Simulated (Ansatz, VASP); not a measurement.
## Mg2Si: VASP beside Ansatz

The input INCAR:

```
SYSTEM = Mg2Si
PREC = Accurate
ENCUT = 600
EDIFF = 1E-6
ISMEAR = 0
SIGMA = 0.01
LREAL = .False.
LASPH = .True.
NELM = 120
ALGO = Normal
ISIF = 2
LWAVE = .False.
LCHARG = .True.
GGA = PE
LELF = .True.
LVHAR = .True.
NBANDS = 11
GGA_COMPAT = .False.
```

File KPOINTS:

```
regular mesh
0
Gamma
  8 8 8
  0 0 0
```

Contents of POSCAR:

```
Mg2Si
1.0
    0.0000000000      3.1689631864      3.1689631864
    3.1689631864      0.0000000000      3.1689631864
    3.1689631864      3.1689631864      0.0000000000
Si Mg
1 2
Direct
    0.0000000000      0.0000000000      0.0000000000
    0.2500000000      0.2500000000      0.2500000000
    0.7500000000      0.7500000000      0.7500000000
```

Input for Ansatz:

```yaml
crystal:
  lattice:
    - [0.0, 3.1689631864, 3.1689631864]
    - [3.1689631864, 0.0, 3.1689631864]
    - [3.1689631864, 3.1689631864, 0.0]
  atoms:
    - { symbol: Si, position: [0.0, 0.0, 0.0] }
    - { symbol: Mg, position: [0.25, 0.25, 0.25] }
    - { symbol: Mg, position: [0.75, 0.75, 0.75] }
kpoints:
  mp_grid: { grid: [8, 8, 8] }
  band_path:
    path:
      - [0.0, 0.0, 0.0]
      - [0.5, 0.0, 0.5]
      - [0.625, 0.25, 0.625]
      - [0.375, 0.375, 0.75]
      - [0.5, 0.5, 0.5]
      - [0.5, 0.25, 0.75]
      - [0.0, 0.5, 0.5]
    npoints: 1
hamiltonian:
  xc: pbe
scf:
  occupations: { method: fixed }
  n_extra_bands: 4
output:
  forces: true
  stress: true
  eigenvalues: true
```

Alike in both runs: task single point; functional PBE; k mesh 8 × 8 × 8; no spin polarisation.

```csv
,VASP,Ansatz
version,VASP 6.6.1,Ansatz 0.2.0
potentials or method,"VASP PAW PBE potentials, release 64 (Si, Mg)","plane waves, PAW"
plane-wave cutoff (eV),600,420
occupations,"gaussian, width 0.01 eV",fixed
valence electrons in the cell,8,24
```

|  | VASP | Ansatz | Ansatz less VASP |
| --- | --- | --- | --- |
| gap on the k mesh at the Fermi level (eV) | 0.20 | 0.20 | +0.002 |
| pressure (GPa) | 0.6 | 0.7 | +0.12 |

VASP's potentials hold 8 valence electrons a cell and Ansatz's 24, so a difference there can come from the potentials and not from the codes.
